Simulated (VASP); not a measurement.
Write the native input for VASP 6.6.1 that does the following.

- Task: single point
- Functional: PBE
- Potentials or basis: VASP PAW PBE potentials, release 64 (Hf_pv, Br)
- Cutoff: 520 eV
- k mesh: 14 × 14 × 6
- Occupations: gaussian, width 0.1 eV
- Spin: no spin polarisation
- Dipole correction: no
- Further INCAR settings: ALGO = Normal; EDIFF = 1e-06; NBANDS = 26

The structure of Hf3Br lies in POSCAR:

```
Hf3Br
1.0
    3.2184186387      0.0000000000      0.0000000000
    0.0000000000      3.2184186387      0.0000000000
    0.0000000000      0.0000000000      8.7678467037
Hf Br
3 1
Direct
    0.5000000000      0.5000000000      0.7421812790
    0.0000000000      0.0000000000      0.5000000000
    0.5000000000      0.5000000000      0.2578187210
    0.0000000000      0.0000000000      0.0000000000
```

One way to write it, as run:

INCAR

```
SYSTEM = Hf3Br
ALGO     = Normal         ! electronic algorithm
EDIFF    = 1E-6           ! SCF threshold, eV
ENCUT    = 520            ! plane-wave cutoff, eV
GGA      = PE             ! functional
ISIF     = 2              ! what is computed and relaxed
ISMEAR   = 0              ! smearing method
LASPH    = .TRUE.         ! aspherical terms in the spheres
LCHARG   = .FALSE.        ! write CHGCAR
LREAL    = .FALSE.        ! projectors in reciprocal space
LWAVE    = .FALSE.        ! write WAVECAR
NBANDS   = 26             ! bands
NELM     = 60             ! most SCF steps
PREC     = Accurate       ! precision mode
SIGMA    = 0.1            ! smearing width, eV
```

KPOINTS

```
k-points
0
G
  14 14 6
  0 0 0
```

Potentials or basis: VASP PAW PBE potentials, release 64 (Hf_pv, Br).

The run is started by

```sh
$ cat potpaw_PBE.64/Hf_pv/POTCAR potpaw_PBE.64/Br/POTCAR > POTCAR
$ mpirun -np 1 vasp_std > vasp.out
```

It gave:

```yaml
Pressure: -0.5 GPa
Largest_force: 0.014 eV/Å
```

Caveat: an odd number of electrons without spin polarisation forces a metal; a magnetic or distorted state may lie lower.

Run time: 100 s on 1 thread of Intel(R) Xeon(R) Platinum 8481C CPU @ 2.70GHz (Sapphire Rapids) (shared host), peak memory 0.41 GiB.
